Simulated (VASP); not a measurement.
# P (Immm) in VASP: single point with PBE

Aim: the single point of P with PBE.

Program: VASP 6.6.1. These are calculated values, not measurements. Logs are shortened: lines on timing, memory, paths and dates and some standing lists are left out, and cuts for length are marked.

## 1. The cell of the first run

The typed cell holds 8 atoms: a = 3.495 Å, b = 5.001 Å, c = 7.007 Å, α = 90.00°, β = 90.00°, γ = 90.00°.

The cell was generated, and may not be a known phase.

## 2. Single point, PBE

INCAR reads:

```
SYSTEM = P
PREC = Accurate
ENCUT = 520
EDIFF = 1E-6
ISMEAR = 0
SIGMA = 0.1
LREAL = .FALSE.
LASPH = .TRUE.
NELM = 60
ALGO = Fast
ISIF = 2
LWAVE = .FALSE.
LCHARG = .TRUE.
GGA = PE
LELF = .TRUE.
LVHAR = .TRUE.
NBANDS = 30
```

KPOINTS reads:

```
regular mesh
0
G
  6 4 4
  0 0 0
```

POSCAR reads:

```
P
1.0
    3.4952586117      0.0000000000      0.0000000000
    0.0000000000      5.0007896061      0.0000000000
    0.0000000000      0.0000000000      7.0065961311
P
8
Direct
    0.2499864273      0.5235310335      0.1250053136
    0.2499864273      0.9764689665      0.6250053136
    0.7499864273      0.0235310335      0.8749946864
    0.2500135727      0.9764689665      0.1250053136
    0.7500135727      0.0235310335      0.3749946864
    0.7500135727      0.4764689665      0.8749946864
    0.7499864273      0.4764689665      0.3749946864
    0.2500135727      0.5235310335      0.6250053136
```

Potentials or basis: VASP PAW PBE potentials, release 64 (P).

The run is started by

```console
cat potpaw_PBE.64/P/POTCAR > POTCAR
mpirun -np 1 vasp_std > vasp.out
```

OUTCAR:

```text
SYSTEM = P
   PREC = Accurate
   ENCUT = 520
   EDIFF = 1E-6
   ISMEAR = 0
   LREAL = .FALSE.
   LASPH = .TRUE.
   NELM = 60
   ISIF = 2
   GGA = PE

 ion  position               nearest neighbor table
   1  0.250  0.524  0.125-   4 2.27   7 2.49   7 2.49   6 2.49   6 2.49   4 2.74
   2  0.250  0.976  0.625-   8 2.27   3 2.49   3 2.49   5 2.49   5 2.49   8 2.74
   3  0.750  0.024  0.875-   6 2.27   2 2.49   2 2.49   4 2.49   4 2.49   6 2.74
   4  0.250  0.976  0.125-   1 2.27   5 2.49   5 2.49   3 2.49   3 2.49   1 2.74
   5  0.750  0.024  0.375-   7 2.27   4 2.49   4 2.49   2 2.49   2 2.49   7 2.74
   6  0.750  0.476  0.875-   3 2.27   8 2.49   8 2.49   1 2.49   1 2.49   3 2.74
   7  0.750  0.476  0.375-   5 2.27   1 2.49   1 2.49   8 2.49   8 2.49   5 2.74
   8  0.250  0.524  0.625-   2 2.27   6 2.49   6 2.49   7 2.49   7 2.49   2 2.74

  LATTYP: Found a simple orthorhombic cell.
 ALAT       =     3.4952586117
 B/A-ratio  =     1.4307352221
 C/A-ratio  =     2.0046002054

  Lattice vectors:

 A1 = (   3.4952586117,   0.0000000000,   0.0000000000)
 A2 = (   0.0000000000,   5.0007896061,   0.0000000000)
 A3 = (   0.0000000000,   0.0000000000,   7.0065961311)

Analysis of symmetry for initial positions (statically):
=====================================================================
 Subroutine PRICEL returns:
 Original cell was already a primitive cell.

 Routine SETGRP: Setting up the symmetry group for a
 simple orthorhombic supercell.

 Subroutine GETGRP returns: Found  8 space group operations
 (whereof  2 operations were pure point group operations)
 out of a pool of  8 trial point group operations.

The static configuration has the point symmetry S_2 .
 The point group associated with its full space group is D_2h.

Analysis of symmetry for dynamics (positions and initial velocities):
=====================================================================
 Subroutine PRICEL returns:
 Original cell was already a primitive cell.

 Routine SETGRP: Setting up the symmetry group for a
 simple orthorhombic supercell.

 Subroutine GETGRP returns: Found  8 space group operations
 (whereof  2 operations were pure point group operations)
 out of a pool of  8 trial point group operations.

The dynamic configuration has the point symmetry S_2 .
 The point group associated with its full space group is D_2h.

 Subroutine INISYM returns: Found  8 space group operations
 (whereof  2 operations are pure point group operations),
 and found     1 'primitive' translations

----------------------------------------------------------------------------------------

                                     Primitive cell

  volume of cell :     122.4687

  direct lattice vectors                    reciprocal lattice vectors
     3.495258612  0.000000000  0.000000000     0.286101863  0.000000000  0.000000000
     0.000000000  5.000789606  0.000000000     0.000000000  0.199968421  0.000000000
     0.000000000  0.000000000  7.006596131     0.000000000  0.000000000  0.142722655

  length of vectors
     3.495258612  5.000789606  7.006596131     0.286101863  0.199968421  0.142722655

  position of ions in fractional coordinates (direct lattice)
     0.249986427  0.523531033  0.125005314
     0.249986427  0.976468967  0.625005314
     0.749986427  0.023531033  0.874994686
     0.250013573  0.976468967  0.125005314
     0.750013573  0.023531033  0.374994686
     0.750013573  0.476468967  0.874994686
     0.749986427  0.476468967  0.374994686
     0.250013573  0.523531033  0.625005314

  ion indices of the primitive-cell ions
   primitive index   ion index
                 1           1
                 2           2
                 3           3
                 4           4
                 5           5
                 6           6
                 7           7
                 8           8

----------------------------------------------------------------------------------------

 KPOINTS: regular mesh

Automatic generation of k-mesh.
 Grid dimensions read from file:
 generate k-points for:    6    4    4

 Generating k-lattice:

  Cartesian coordinates                     Fractional coordinates (reciprocal lattice)
     0.047683644  0.000000000  0.000000000     0.166666667  0.000000000  0.000000000
     0.000000000  0.049992105  0.000000000     0.000000000  0.250000000  0.000000000
     0.000000000  0.000000000  0.035680664     0.000000000  0.000000000  0.250000000

  Length of vectors
     0.047683644  0.049992105  0.035680664

  Shift w.r.t. Gamma in fractional coordinates (k-lattice)
     0.000000000  0.000000000  0.000000000

 Subroutine IBZKPT returns following result:
 ===========================================

 Found     36 irreducible k-points:

 Following reciprocal coordinates:
            Coordinates               Weight
  0.000000  0.000000  0.000000      1.000000
  0.166667  0.000000  0.000000      2.000000
  0.333333  0.000000  0.000000      2.000000
  0.500000  0.000000  0.000000      1.000000
  0.000000  0.250000  0.000000      2.000000
  0.166667  0.250000  0.000000      4.000000
[... 16 lines left out ...]
  0.333333  0.500000  0.250000      4.000000
  0.500000  0.500000  0.250000      2.000000
 [... further k-points ...]
   k-points           NKPTS =     36   k-points in BZ     NKDIM =     36   number of bands    NBANDS=     30
   number of dos      NEDOS =    301   number of ions     NIONS =      8
   total plane-waves  NPLWV =  60480
   dimension x,y,z NGX =    28 NGY =   40 NGZ =   54
   dimension x,y,z NGXF=    56 NGYF=   80 NGZF=  108
   ions per type =               8
   NGX,Y,Z   is equivalent  to a cutoff of  13.32, 13.30, 12.81 a.u.
   NGXF,Y,Z  is equivalent  to a cutoff of  26.64, 26.60, 25.63 a.u.
 SYSTEM =  P
   PREC   = accura    normal or accurate (medium, high low for compatibility)
   ISTART =      0    job   : 0-new  1-cont  2-samecut
   ICHARG =      2    charge: 1-file 2-atom 10-const
   ISPIN  =      1    spin polarized calculation?
   LNONCOLLINEAR =      F non collinear calculations
   LSORBIT =      F    spin-orbit coupling
   LASPH  =      T    aspherical Exc in radial PAW
   ENCUT  =  520.0 eV  38.22 Ry    6.18 a.u.   6.50  9.30 13.03*2*pi/ulx,y,z
   NELM   =     60;   NELMIN=  2; NELMDL= -5     # of ELM steps
   EDIFF  = 0.1E-05   stopping-criterion for ELM
   LREAL  =      F    real-space projection
   EDIFFG = 0.1E-04   stopping-criterion for IOM
   NSW    =      0    number of steps for IOM
   IBRION =     -1    ionic relax: 0-MD 1-quasi-New 2-CG
   NFREE  =      0    steps in history (QN), initial steepest desc. (CG)
   ISIF   =      2    stress and relaxation
   ISYM   =      2    0-nonsym 1-usesym 2-fastsym
   POTIM  = 0.5000    time-step for ionic-motion
   TEBEG  =    0.0;   TEEND  =   0.0 temperature during run
   PSTRESS=    0.0 pullay stress
   NELECT =      40.0000    total number of electrons
   NUPDOWN=      -1.0000    fix difference up-down
   EMIN   =  10.00;   EMAX   =-10.00  energy-range for DOS
   EFERMI =   0.00;   METHOD = LEGACY
   ISMEAR =     0;   SIGMA  =   0.10  broadening in eV -4-tet -1-fermi 0-gaus
   EFERMI_NEDOS =   21; number of points for ismear=-14 and -15
   IALGO  =     68    algorithm
   IMIX   =      4    mixing-type and parameters
     AMIX     =   0.40;   BMIX     =  1.00
     AMIX_MAG =   1.60;   BMIX_MAG =  1.00
  volume/ion in A,a.u.               =      15.31       103.31
  Fermi-wavevector in a.u.,A,eV,Ry     =   1.127422  2.130519 17.294098  1.271080
  Thomas-Fermi vector in A             =   2.264108
   LORBIT       =      0    0 simple, 1 ext, 2 COOP (PROOUT), +10 PAW based schemes
   GGA     = PE    functional components
   LHFCALC =     F    Hartree Fock is set to
   AEXX    =    0.0000 exact exchange contribution
   IVDW    =     0    specifies the selected vdW correction
   LEPSILON=     F    determine dielectric tensor
   LRPA    =     F    only Hartree local field effects (RPA)
 non-spin polarized calculation
 RMM-DIIS sequential band-by-band and
 Gauss-broadening in eV      SIGMA  =   0.10
  energy-cutoff  :      520.00
  volume of cell :      122.47
 maximum number of plane-waves:      3325
 NGX is ok and might be reduce to    28
   NGX = 13   NGY = 19   NGZ = 27

 number of electron      39.9999994 magnetization

 Free energy of the ion-electron system (eV)
  ---------------------------------------------------
  ext. energy  EPLUGINS =         0.00000000
  ---------------------------------------------------
  free energy    TOTEN  =       -42.30670730 eV

  energy without entropy =      -42.29953767  energy(sigma->0) =      -42.30312249

 E-fermi :   9.2652     XC(G=0): -11.0346

 val. band max:        9.1736272710   @ k =   0.0000   0.2500   0.5000
 cond. band min:       9.3294672255   @ k =   0.0000   0.5000   0.2500
 fundamental gap:      0.1558399545
 Fermi energy:         9.2651771711

 k-point     1 :       0.0000    0.0000    0.0000
  band No.  band energies     occupation
      1      -7.1213      2.00000
      2      -4.4832      2.00000
      3      -4.4826      2.00000
      4      -2.9906      2.00000
      5      -0.5376      2.00000
      6      -0.2644      2.00000
[... 22 lines left out ...]
     29      13.8262      0.00000
     30      15.2805      0.00000

 k-point     2 :       0.1667    0.0000    0.0000
  band No.  band energies     occupation
      1      -6.8186      2.00000
      2      -4.2395      2.00000
      3      -4.2389      2.00000
      4      -2.6817      2.00000
      5      -0.9329      2.00000
      6       0.0104      2.00000
[... 22 lines left out ...]
     29      13.9512      0.00000
     30      14.1562      0.00000

 k-point     3 :       0.3333    0.0000    0.0000
  band No.  band energies     occupation
      1      -5.9214      2.00000
      2      -3.6098      2.00000
      3      -3.6093      2.00000
      4      -2.6056      2.00000
      5      -1.7616      2.00000
      6       0.7693      2.00000
[... 22 lines left out ...]
     29      14.6638      0.00000
     30      14.6699      0.00000

 k-point     4 :       0.5000    0.0000    0.0000
  band No.  band energies     occupation
      1      -4.4721      2.00000
      2      -4.4721      2.00000
      3      -3.1517      2.00000
      4      -3.1517      2.00000
      5      -0.2526      2.00000
      6      -0.2526      2.00000
[... 22 lines left out ...]
     29      15.7676      0.00000
     30      15.7705      0.00000

 k-point     5 :       0.0000    0.2500    0.0000
  band No.  band energies     occupation
      1      -6.7869      2.00000
      2      -4.2677      2.00000
      3      -4.1874      2.00000
      4      -4.1869      2.00000
      5      -1.4346      2.00000
      6      -1.4340      2.00000
[... 22 lines left out ...]
     29      12.9347      0.00000
     30      13.1677      0.00000
[... 526 lines left out ...]
     29      12.6233      0.00000
     30      12.6245      0.00000

 k-point    22 :       0.1667    0.5000    0.2500
  band No.  band energies     occupation
      1      -5.3403      2.00000
      2      -5.3403      2.00000
      3      -4.0861      2.00000
      4      -4.0861      2.00000
      5      -1.3347      2.00000
      6      -1.3347      2.00000
[... 22 lines left out ...]
     29      13.5122      0.00000
     30      13.5223      0.00000

 k-point    23 :       0.3333    0.5000    0.2500
  band No.  band energies     occupation
      1      -4.4825      2.00000
      2      -4.4825      2.00000
      3      -3.3497      2.00000
      4      -3.3497      2.00000
      5      -1.0395      2.00000
      6      -1.0395      2.00000
[... 22 lines left out ...]
     29      14.0513      0.00000
     30      14.0540      0.00000

 k-point    24 :       0.5000    0.5000    0.2500
  band No.  band energies     occupation
      1      -3.5057      2.00000
      2      -3.5057      2.00000
      3      -2.6910      2.00000
      4      -2.6910      2.00000
      5      -2.3461      2.00000
      6      -2.3461      2.00000
[... 22 lines left out ...]
     29      14.5744      0.00000
     30      14.6105      0.00000

 [... further k-points ...]

------------------------ aborting loop because EDIFF is reached ----------------------------------------

  FORCE on cell =-STRESS in cart. coord.  units (eV):
  Direction    XX          YY          ZZ          XY          YZ          ZX
  --------------------------------------------------------------------------------------
  -------------------------------------------------------------------------------------
  Total       -0.1517891     -0.3182926     -0.1383656      0.0000000      0.0000000      0.0000000
  in kB       -1.9857577     -4.1640134     -1.8101459      0.0000000      0.0000000      0.0000000
  external PRESSURE =      -2.6533057 kB  Pullay stress =       0.0000000 kB

 VOLUME and BASIS-vectors are now :
 -----------------------------------------------------------------------------
  energy-cutoff  :      520.00
  volume of cell :      122.47
      direct lattice vectors                 reciprocal lattice vectors
     3.495258612  0.000000000  0.000000000     0.286101863  0.000000000  0.000000000
     0.000000000  5.000789606  0.000000000     0.000000000  0.199968421  0.000000000
     0.000000000  0.000000000  7.006596131     0.000000000  0.000000000  0.142722655

 POSITION                                       TOTAL-FORCE (eV/Angst)
 -----------------------------------------------------------------------------------
      0.87377      2.61807      0.87586         0.000389      0.035312     -0.000122
      0.87377      4.88312      4.37916         0.000389     -0.035312     -0.000122
      2.62140      0.11767      6.13073         0.000389      0.035312      0.000122
      0.87386      4.88312      0.87586        -0.000389     -0.035312     -0.000122
      2.62149      0.11767      2.62744        -0.000389      0.035312      0.000122
      2.62149      2.38272      6.13073        -0.000389     -0.035312      0.000122
      2.62140      2.38272      2.62744         0.000389     -0.035312      0.000122
      0.87386      2.61807      4.37916        -0.000389      0.035312     -0.000122
 -----------------------------------------------------------------------------------
    total drift:                                0.000000     -0.000000      0.000000

  FREE ENERGIE OF THE ION-ELECTRON SYSTEM (eV)
  ---------------------------------------------------
  free  energy   TOTEN  =       -42.3067073049 eV

  energy  without entropy=      -42.2995376704  energy(sigma->0) =      -42.30312249
```

It took 2.6 min on 1 thread of Oxide Virtual Turin-like, shared host; peak memory 0.23 GiB.

Results:

- Free energy: -42.3067 eV
- Pressure: -0.3 GPa
- Largest force: 0.035 eV/Å
- Band gap on the k mesh: zero (bands 20 and 21 overlap by 0.87 eV)

Forces on the atoms (eV/Å):
```
P    0.000  0.035  0.000
P    0.000 -0.035  0.000
P    0.000  0.035  0.000
P    0.000 -0.035  0.000
P    0.000  0.035  0.000
P    0.000 -0.035  0.000
P    0.000 -0.035  0.000
P    0.000  0.035  0.000
```

Stress tensor (GPa, compression positive):
```
-0.20  0.00  0.00
 0.00 -0.42  0.00
 0.00  0.00 -0.18
```

The gap in the log of VASP goes by the Fermi energy; the results here count the filled bands.